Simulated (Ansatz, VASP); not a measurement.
One calculation of Ru, two programs

```
Ru
1.0
     2.41299    0.00000    0.00000
     0.00000    2.41299    0.00000
     0.00000    0.00000    2.41299
Ru
1
Direct
  0.00000 0.00000 0.00000
```

Alike in both runs: task single point; functional PBEsol; k mesh 14 × 14 × 14; occupations fermi-dirac, width 0.1 eV; no spin polarisation.

```csv
,VASP,Ansatz
version,VASP 6.6.1,Ansatz 0.2.0
potentials or method,"VASP PAW PBE potentials, release 64 (Ru_pv), cutoff 520 eV","plane waves (420 eV) with PAW, scalar-relativistic"
valence electrons in the cell,14,16
```

Ansatz gave:

| Item | Value |
| --- | --- |
| pressure (GPa) | 25.2 |

What did VASP give for the same quantities?

Pressure (GPa): 25.6.

VASP's potentials were made for PBE, not for PBEsol, and Ansatz warns of the same on its side. VASP's potentials hold 14 valence electrons a cell and Ansatz's 16, so a difference there can come from the potentials and not from the codes.
